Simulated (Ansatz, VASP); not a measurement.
## Two plane-wave programs on Hg

```
Hg
1.0
     0.00000    3.37332    3.37332
     3.37332    0.00000    3.37332
     3.37332    3.37332    0.00000
Hg
2
Direct
  0.87500 0.87500 0.87500
  0.12500 0.12500 0.12500
```

Change from the starting cell: volume scaled by 0.68, PAW files.

Alike in both runs: task single point; functional PBE; k mesh 11 × 11 × 11; occupations fermi-dirac, width 0.05 eV; no spin polarisation.

|  | VASP | Ansatz |
| --- | --- | --- |
| version | VASP 6.6.1 | Ansatz 0.2.0 |
| potentials or method | VASP PAW PBE potentials, release 64 (Hg) | PAW with Ansatz's default frozen-core files, scalar-relativistic |
| plane-wave cutoff (eV) | 520 | 420 |
| valence electrons in the cell | 24 | 40 |

```csv
,VASP,Ansatz,Ansatz less VASP
pressure (GPa),1.6,1.4,-0.15
```

VASP's potentials hold 24 valence electrons a cell and Ansatz's 40, so a difference there can come from the potentials and not from the codes.

Spin-orbit coupling is off throughout.
